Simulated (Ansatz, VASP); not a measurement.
# One calculation of Zr, two programs

```
Zr
1.0
     3.12879    0.00000    0.00000
    -1.56440    2.70961    0.00000
     0.00000    0.00000    5.06573
Zr
2
Direct
  0.33333 0.66667 0.25000
  0.66667 0.33333 0.75000
```

Alike in both runs: functional PBEsol; dispersion D3(BJ); k mesh 15 × 15 × 8; occupations gaussian, width 0.1 eV; no spin polarisation.

Ansatz relaxed the structure, and its values are those at the end. VASP's run is a single point on that final structure, the one shown.

|  | VASP | Ansatz |
| --- | --- | --- |
| version | VASP 6.6.1 | Ansatz 0.2.0 |
| potentials or method | VASP PAW PBE potentials, release 64 (Zr_sv), cutoff 500 eV | scalar-relativistic, plane waves, PAW |
| valence electrons in the cell | 24 | 24 |

```tsv
	VASP	Ansatz	Ansatz less VASP
gap on the k mesh at the Fermi level (eV)	none	none	-
pressure (GPa)	0.1	0.0	-0.05
```

VASP's potentials were made for PBE, not for PBEsol, and Ansatz warns of the same on its side. A gap of «none» marks a metal or a gap that the smearing closes.
